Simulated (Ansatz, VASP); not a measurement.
**Os: VASP beside Ansatz**

```xyz
1
Lattice="0.0000 1.9450 1.9450 1.9450 0.0000 1.9450 1.9450 1.9450 0.0000" Properties=species:S:1:pos:R:3 pbc="T T T"
Os    0.0000    0.0000    0.0000
```

Alike in both runs: functional r2SCAN; dispersion D3(BJ); k mesh 12 × 12 × 12; occupations fermi-dirac, width 0.025 eV; no spin polarisation.

```csv
,VASP,Ansatz
version,VASP 6.6.1,Ansatz 0.2.0
potentials or method,"VASP PAW PBE potentials, release 64 (Os)",PseudoDojo stringent (PBEsol files)
plane-wave cutoff (eV),520,1007
valence electrons in the cell,8,16
task,single point,band structure
```

Ansatz gave:

* gap on the k mesh at the Fermi level (eV): none
* pressure (GPa): -23.7

Q: What did VASP give for the same quantities?

A: gap on the k mesh at the Fermi level (eV): none; pressure (GPa): -20.0.

VASP's potentials were made for PBE, not for r2SCAN. A gap of «none» marks a metal or a gap that the smearing closes. VASP's potentials hold 8 valence electrons a cell and Ansatz's 16, so a difference there can come from the potentials and not from the codes.

Neither program's run includes spin-orbit coupling. Noted on Ansatz's run: the meta-GGA runs on potentials made for a GGA.
